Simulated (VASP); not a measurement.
Input of a VASP 6.6.1 run:

The input INCAR:

```
  PREC = Accurate
  ENCUT = 520
  EDIFF = 1E-6
  ISMEAR = 0
  SIGMA = 0.01
  LREAL = False
  LASPH = True
  NELM = 100
  ALGO = Normal
  ISIF = 2
  LWAVE = False
  LCHARG = False
  GGA = PE
  NBANDS = 35
```

The input KPOINTS:

```
regular mesh
0
Gamma
  6 6 10
```

Contents of POSCAR:

```
SnO2
1.0
    4.7380000000      0.0000000000      0.0000000000
    0.0000000000      4.7380000000      0.0000000000
    0.0000000000      0.0000000000      3.1865000000
Sn O
2 4
Direct
    0.0000000000      0.0000000000      0.0000000000
    0.5000000000      0.5000000000      0.5000000000
    0.3071000000      0.3071000000      0.0000000000
    0.1929000000      0.8071000000      0.5000000000
    0.6929000000      0.6929000000      0.0000000000
    0.8071000000      0.1929000000      0.5000000000
```

Potentials or basis: VASP PAW PBE potentials, release 64 (Sn_d, O).

Run with:

```console
$ cat potpaw_PBE.64/Sn_d/POTCAR potpaw_PBE.64/O/POTCAR > POTCAR
$ mpirun -np 1 vasp_std > vasp.out
```

Problem. Predict the band gap on the k mesh.

Solution. 1.27 eV, direct.

Problem. Predict the largest force.

Solution. 0.294 eV/Å.

Problem. What does it give for the pressure?

Solution. 11.8 GPa.

Stress tensor (GPa, compression positive):
```
10.70  0.00  0.00
 0.00 10.70  0.00
 0.00  0.00 14.00
```

Caveat: spin-orbit coupling is left out, which moves the levels of the heavy elements. As with any semilocal functional, this PBE gap is likely too small.
